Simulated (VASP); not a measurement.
Here is a VASP 6.6.1 calculation.

Contents of INCAR:

```
PREC     = Accurate       # precision mode
ENCUT    = 600            # plane-wave cutoff, eV
EDIFF    = 1E-6           # SCF threshold, eV
ISMEAR   = -1             # smearing method
SIGMA    = 0.02           # smearing width, eV
LREAL    = F              # projectors in reciprocal space
LASPH    = T              # aspherical terms in the spheres
NELM     = 80             # most SCF steps
ALGO     = Normal         # electronic algorithm
ISIF     = 3              # what is computed and relaxed
LWAVE    = F              # write WAVECAR
LCHARG   = F              # write CHGCAR
GGA      = PE             # functional
IBRION   = 2              # ionic algorithm
NSW      = 80             # ionic steps
EDIFFG   = -0.01          # ionic threshold
PSTRESS  = 600.0
```

The input KPOINTS:

```
Automatic mesh
0
Gamma
  15 15 15
```

File POSCAR:

```
Br
1.0
    3.0600000000      0.0000000000      0.0000000000
    0.0000000000      3.0600000000      0.0000000000
    0.0000000000      0.0000000000      3.0600000000
Br
1
Direct
    0.0000000000      0.0000000000      0.0000000000
```

Potentials or basis: VASP PAW PBE potentials, release 64 (Br).

Run with:

```sh
$ cat potpaw_PBE.64/Br/POTCAR > POTCAR
$ mpirun -np 1 vasp_std > vasp.out
```

Task: Predict the space group after relaxing (to 0.1 Å).

Result: Pm-3m (No. 221).

Task: What does it give for the relaxed cell?

Result: a = 2.600 Å, b = 2.600 Å, c = 2.600 Å, α = 90.00°, β = 90.00°, γ = 90.00°.

Task: What does it give for the band gap on the k mesh?

Result: Zero (an odd number of electrons rules out a gap without spin polarisation).

The path:
```
step  energy change (eV)  largest force (eV/Å)  pressure (GPa)  volume (Å³)
   1              0.0000                0.0000            1.20        28.65
   2             86.5476                0.0000         8011.32         3.43
   3              0.0471                0.0000            5.30        26.19
   4              0.1363                0.0000           10.22        24.30
   5              2.1044                0.0000           89.61        15.95
   6              1.1835                0.0000           53.34        18.06
   7              1.3393                0.0000           59.44        17.62
   8              1.4096                0.0000           62.19        17.43
   9              1.2194                0.0000           54.74        17.95
  10              1.3534                0.0000           59.99        17.58
```

Caveat: the cell is relaxed towards a set pressure, so the run minimises the enthalpy, not the energy; the volume moved by over 15 % at a fixed basis, so the end points are rough; an odd number of electrons without spin polarisation forces a metal; a magnetic or distorted state may lie lower.
